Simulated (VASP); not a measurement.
# TiC (I4/mmm) in VASP: relaxation of the atoms with PBE

Aim: the relaxation of the atoms of TiC with PBE.

Everything below comes from runs of VASP 6.6.1. Logs are shortened: lines on timing, memory, paths and dates and some standing lists are left out, and cuts for length are marked.

## Step 1: The cell of the first run

Symmetry: I4/mmm, No. 139, tetragonal system. Conventional cell: a = 3.060 Å, b = 3.060 Å, c = 4.371 Å, α = 90.00°, β = 90.00°, γ = 90.00°. Within 2.9 Å of Ti (site symmetry 4/mmm) lie 6 C at 2.16 to 2.19 Å. Within 2.9 Å of C (site symmetry 4/mmm) lie 6 Ti at 2.16 to 2.19 Å.

## Step 2: Relaxation of the atoms, PBE (z stretched by +1 %)

INCAR

```
SYSTEM = TiC
PREC     = Accurate       ! precision mode
ENCUT    = 520            ! plane-wave cutoff, eV
EDIFF    = 1E-6           ! SCF threshold, eV
ISMEAR   = -1             ! smearing method
SIGMA    = 0.05           ! smearing width, eV
LREAL    = .False.        ! projectors in reciprocal space
LASPH    = .True.         ! aspherical terms in the spheres
NELM     = 80             ! most SCF steps
ALGO     = Normal         ! electronic algorithm
ISIF     = 2              ! what is computed and relaxed
LWAVE    = .False.        ! write WAVECAR
LCHARG   = .False.        ! write CHGCAR
GGA      = PE             ! functional
IBRION   = 2              ! ionic algorithm
NSW      = 80             ! ionic steps
EDIFFG   = -0.02          ! ionic threshold
```

KPOINTS

```
Automatic mesh
0
Gamma
  18 18 18
  0 0 0
```

POSCAR

```
TiC
1.0
    0.0000000000      2.1640000000      2.1856400000
    2.1640000000      0.0000000000      2.1856400000
    2.1640000000      2.1640000000      0.0000000000
Ti C
1 1
Direct
    0.0000000000      0.0000000000      0.0000000000
    0.5000000000      0.5000000000      0.5000000000
```

Potentials or basis: VASP PAW PBE potentials, release 64 (Ti_sv, C).

Launch:

```
$ cat potpaw_PBE.64/Ti_sv/POTCAR potpaw_PBE.64/C/POTCAR > POTCAR
$ mpirun -np 1 vasp_std > vasp.out
```

OUTCAR:

```text
SYSTEM = TiC
   PREC = Accurate
   ENCUT = 520
   EDIFF = 1E-6
   ISMEAR = -1
   LREAL = .False.
   LASPH = .True.
   NELM = 80
   ISIF = 2
   GGA = PE
   IBRION = 2
   NSW = 80
   EDIFFG = -0.02

 ion  position               nearest neighbor table
   1  0.000  0.000  0.000-   2 2.16   2 2.16   2 2.16   2 2.16   2 2.19   2 2.19
   2  0.500  0.500  0.500-   1 2.16   1 2.16   1 2.16   1 2.16   1 2.19   1 2.19

  LATTYP: Found a body centered tetragonal cell.
 ALAT       =     3.0603581490
 C/A-ratio  =     1.4283556980

  Lattice vectors:

 A1 = (  -2.1640000000,   0.0000000000,   2.1856400000)
 A2 = (   2.1640000000,   0.0000000000,   2.1856400000)
 A3 = (   0.0000000000,   2.1640000000,  -2.1856400000)

Analysis of symmetry for initial positions (statically):
=====================================================================
 Subroutine PRICEL returns:
 Original cell was already a primitive cell.

 Routine SETGRP: Setting up the symmetry group for a
 body centered tetragonal supercell.

 Subroutine GETGRP returns: Found 16 space group operations
 (whereof 16 operations were pure point group operations)
 out of a pool of 16 trial point group operations.

The static configuration has the point symmetry D_4h.

Analysis of symmetry for dynamics (positions and initial velocities):
=====================================================================
 Subroutine PRICEL returns:
 Original cell was already a primitive cell.

 Routine SETGRP: Setting up the symmetry group for a
 body centered tetragonal supercell.

 Subroutine GETGRP returns: Found 16 space group operations
 (whereof 16 operations were pure point group operations)
 out of a pool of 16 trial point group operations.

The dynamic configuration has the point symmetry D_4h.

 Subroutine INISYM returns: Found 16 space group operations
 (whereof 16 operations are pure point group operations),
 and found     1 'primitive' translations

----------------------------------------------------------------------------------------

                                     Primitive cell

  volume of cell :      20.4702

  direct lattice vectors                    reciprocal lattice vectors
     0.000000000  2.164000000  2.185640000    -0.231053604  0.231053604  0.228765945
     2.164000000  0.000000000  2.185640000     0.231053604 -0.231053604  0.228765945
     2.164000000  2.164000000  0.000000000     0.231053604  0.231053604 -0.228765945

  length of vectors
     3.075698004  3.075698004  3.060358149     0.398880175  0.398880175  0.398880175

  position of ions in fractional coordinates (direct lattice)
     0.000000000  0.000000000  0.000000000
     0.500000000  0.500000000  0.500000000

  ion indices of the primitive-cell ions
   primitive index   ion index
                 1           1
                 2           2

----------------------------------------------------------------------------------------

 KPOINTS: Automatic mesh

Automatic generation of k-mesh.
 Grid dimensions read from file:
 generate k-points for:   18   18   18

 Generating k-lattice:

  Cartesian coordinates                     Fractional coordinates (reciprocal lattice)
    -0.012836311  0.012836311  0.012709219     0.055555556  0.000000000  0.000000000
     0.012836311 -0.012836311  0.012709219     0.000000000  0.055555556  0.000000000
     0.012836311  0.012836311 -0.012709219     0.000000000  0.000000000  0.055555556

  Length of vectors
     0.022160010  0.022160010  0.022160010

  Shift w.r.t. Gamma in fractional coordinates (k-lattice)
     0.000000000  0.000000000  0.000000000

 Subroutine IBZKPT returns following result:
 ===========================================

 Found    480 irreducible k-points:

 Following reciprocal coordinates:
            Coordinates               Weight
  0.000000  0.000000  0.000000      1.000000
  0.055556  0.000000  0.000000      8.000000
  0.111111  0.000000  0.000000      8.000000
  0.166667 -0.000000  0.000000      8.000000
  0.222222 -0.000000  0.000000      8.000000
  0.277778  0.000000  0.000000      8.000000
[... 16 lines left out ...]
 -0.277778  0.055556  0.000000      8.000000
 -0.222222  0.055556  0.000000      8.000000
 [... further k-points ...]
   k-points           NKPTS =    480   k-points in BZ     NKDIM =    480   number of bands    NBANDS=     12
   number of dos      NEDOS =    301   number of ions     NIONS =      2
   total plane-waves  NPLWV =  13824
   dimension x,y,z NGX =    24 NGY =   24 NGZ =   24
   dimension x,y,z NGXF=    48 NGYF=   48 NGZF=   48
   ions per type =               1   1
   NGX,Y,Z   is equivalent  to a cutoff of  12.97, 12.97, 13.04 a.u.
   NGXF,Y,Z  is equivalent  to a cutoff of  25.94, 25.94, 26.07 a.u.
 SYSTEM =  TiC
   PREC   = accura    normal or accurate (medium, high low for compatibility)
   ISTART =      0    job   : 0-new  1-cont  2-samecut
   ICHARG =      2    charge: 1-file 2-atom 10-const
   ISPIN  =      1    spin polarized calculation?
   LNONCOLLINEAR =      F non collinear calculations
   LSORBIT =      F    spin-orbit coupling
   LASPH  =      T    aspherical Exc in radial PAW
   ENCUT  =  520.0 eV  38.22 Ry    6.18 a.u.   5.72  5.72  5.69*2*pi/ulx,y,z
   NELM   =     80;   NELMIN=  2; NELMDL= -5     # of ELM steps
   EDIFF  = 0.1E-05   stopping-criterion for ELM
   LREAL  =      F    real-space projection
   EDIFFG = -.2E-01   stopping-criterion for IOM
   NSW    =     80    number of steps for IOM
   IBRION =      2    ionic relax: 0-MD 1-quasi-New 2-CG
   NFREE  =      1    steps in history (QN), initial steepest desc. (CG)
   ISIF   =      2    stress and relaxation
   ISYM   =      2    0-nonsym 1-usesym 2-fastsym
   POTIM  = 0.5000    time-step for ionic-motion
   TEBEG  =    0.0;   TEEND  =   0.0 temperature during run
   PSTRESS=    0.0 pullay stress
   NELECT =      16.0000    total number of electrons
   NUPDOWN=      -1.0000    fix difference up-down
   EMIN   =  10.00;   EMAX   =-10.00  energy-range for DOS
   EFERMI =   0.00;   METHOD = LEGACY
   ISMEAR =    -1;   SIGMA  =   0.05  broadening in eV -4-tet -1-fermi 0-gaus
   EFERMI_NEDOS =   21; number of points for ismear=-14 and -15
   IALGO  =     38    algorithm
   IMIX   =      4    mixing-type and parameters
     AMIX     =   0.40;   BMIX     =  1.00
     AMIX_MAG =   1.60;   BMIX_MAG =  1.00
  volume/ion in A,a.u.               =      10.24        69.07
  Fermi-wavevector in a.u.,A,eV,Ry     =   1.508020  2.849745 30.941341  2.274124
  Thomas-Fermi vector in A             =   2.618529
   LORBIT       =      0    0 simple, 1 ext, 2 COOP (PROOUT), +10 PAW based schemes
   GGA     = PE    functional components
   LHFCALC =     F    Hartree Fock is set to
   AEXX    =    0.0000 exact exchange contribution
   IVDW    =     0    specifies the selected vdW correction
   LEPSILON=     F    determine dielectric tensor
   LRPA    =     F    only Hartree local field effects (RPA)
 conjugate gradient relaxation of ions
 non-spin polarized calculation
  energy-cutoff  :      520.00
  volume of cell :       20.47
 maximum number of plane-waves:       568
   NGX = 11   NGY = 11   NGZ = 11

 number of electron      15.9999999 magnetization

 Free energy of the ion-electron system (eV)
  ---------------------------------------------------
  ext. energy  EPLUGINS =         0.00000000
  ---------------------------------------------------
  free energy    TOTEN  =       -18.70852450 eV

  energy without entropy =      -18.70597328  energy(sigma->0) =      -18.70724889

 E-fermi :   9.3307     XC(G=0): -12.6586

 val. band max:        9.3165347023   @ k =   0.1111   0.0556   0.0000
 cond. band min:       9.3317892111   @ k =   0.5000   0.5000   0.0000
 fundamental gap:      0.0152545088
 Fermi energy:         9.3306734815

 k-point     1 :       0.0000    0.0000    0.0000
  band No.  band energies     occupation
      1     -47.2883      2.00000
      2     -23.3262      2.00000
      3     -23.3112      2.00000
      4     -23.3112      2.00000
      5      -3.0375      2.00000
      6       9.9658      0.00001
      7      10.0380      0.00000
      8      10.0380      0.00000
      9      10.9678      0.00000
     10      10.9802      0.00000
     11      11.0039      0.00000
     12      11.0039      0.00000

 k-point     2 :       0.0556    0.0000    0.0000
  band No.  band energies     occupation
      1     -47.2862      2.00000
      2     -23.3351      2.00000
      3     -23.3189      2.00000
      4     -23.3125      2.00000
      5      -2.9682      2.00000
      6       9.6501      0.00335
      7       9.8420      0.00007
      8       9.8952      0.00002
      9      10.3556      0.00000
     10      10.3846      0.00000
     11      11.1900      0.00000
     12      11.8561      0.00000

 k-point     3 :       0.1111    0.0000    0.0000
  band No.  band energies     occupation
      1     -47.2801      2.00000
      2     -23.3754      2.00000
      3     -23.3263      2.00000
      4     -23.3163      2.00000
      5      -2.7637      2.00000
      6       8.9122      1.99954
      7       9.1978      1.86891
      8       9.2435      1.70236
      9      10.3676      0.00000
     10      10.3932      0.00000
     11      11.4834      0.00000
     12      12.7826      0.00000
[... 286 lines left out ...]
 k-point    23 :      -0.2778    0.0556    0.0000
  band No.  band energies     occupation
      1     -47.2418      2.00000
      2     -23.6296      2.00000
      3     -23.3716      2.00000
      4     -23.3332      2.00000
      5      -1.2361      2.00000
      6       5.7880      2.00000
      7       7.1428      2.00000
      8       7.3110      2.00000
      9      11.1986      0.00000
     10      11.5414      0.00000
     11      12.4883      0.00000
     12      15.1861      0.00000

 k-point    24 :      -0.2222    0.0556    0.0000
  band No.  band energies     occupation
      1     -47.2537      2.00000
      2     -23.5488      2.00000
      3     -23.3629      2.00000
      4     -23.3253      2.00000
      5      -1.7755      2.00000
      6       6.6943      2.00000
      7       7.5853      2.00000
      8       7.7910      2.00000
      9      10.8446      0.00000
     10      11.2290      0.00000
     11      12.2130      0.00000
     12      14.3761      0.00000

 [... further k-points ...]

------------------------ aborting loop because EDIFF is reached ----------------------------------------

  FORCE on cell =-STRESS in cart. coord.  units (eV):
  Direction    XX          YY          ZZ          XY          YZ          ZX
  --------------------------------------------------------------------------------------
  -------------------------------------------------------------------------------------
  Total       -0.0133897     -0.0133897     -0.4890201      0.0000000     -0.0000000      0.0000000
  in kB       -1.0479903     -1.0479903    -38.2749062      0.0000000     -0.0000000      0.0000000
  external PRESSURE =     -13.4569622 kB  Pullay stress =       0.0000000 kB

 VOLUME and BASIS-vectors are now :
 -----------------------------------------------------------------------------
  energy-cutoff  :      520.00
  volume of cell :       20.47
      direct lattice vectors                 reciprocal lattice vectors
     0.000000000  2.164000000  2.185640000    -0.231053604  0.231053604  0.228765945
     2.164000000  0.000000000  2.185640000     0.231053604 -0.231053604  0.228765945
     2.164000000  2.164000000  0.000000000     0.231053604  0.231053604 -0.228765945

 POSITION                                       TOTAL-FORCE (eV/Angst)
 -----------------------------------------------------------------------------------
      0.00000      0.00000      0.00000         0.000000     -0.000000      0.000000
      2.16400      2.16400      2.18564        -0.000000      0.000000      0.000000
 -----------------------------------------------------------------------------------
    total drift:                                0.000000     -0.000000     -0.000000

  FREE ENERGIE OF THE ION-ELECTRON SYSTEM (eV)
  ---------------------------------------------------
  free  energy   TOTEN  =       -18.7085244981 eV

  energy  without entropy=      -18.7059732778  energy(sigma->0) =      -18.70724889

 reached required accuracy - stopping structural energy minimisation
```

Wall time 3.9 min (1 thread of Oxide Virtual Turin-like, shared host); peak memory 0.22 GiB.

Results:

```yaml
Free_energy: -18.7085 eV
Pressure_after_relaxing: -1.3 GPa
Band_gap_on_the_k_mesh: zero (bands 8 and 9 overlap by 1.15 eV)
```

Stress tensor (GPa, compression positive):
```
-0.10  0.00  0.00
 0.00 -0.10  0.00
 0.00  0.00 -3.83
```

Final structure:
```
Ti C
1.0
     0.00000    2.16400    2.18564
     2.16400    0.00000    2.18564
     2.16400    2.16400    0.00000
Ti C
1 1
Direct
  0.00000 0.00000 0.00000
  0.50000 0.50000 0.50000
```

Levels at points of the mesh, in eV from the Fermi level:
```
           k point  band 6  band 7  band 8  band 9  band 10  band 11
(0.00, 0.00, 0.00)    0.64    0.71    0.71    1.64     1.65     1.67
(0.50, 0.00, 0.00)   -5.81   -2.89   -2.87    2.86     2.90     4.05
(0.50, 0.50, 0.00)   -3.50   -1.59    0.00    0.00     2.67     3.46
(0.50, 0.00, 0.50)   -3.40   -1.61   -0.07   -0.07     2.67     3.44
```

Caveat: the cell differs from its parent crystal (z stretched by +1 %).
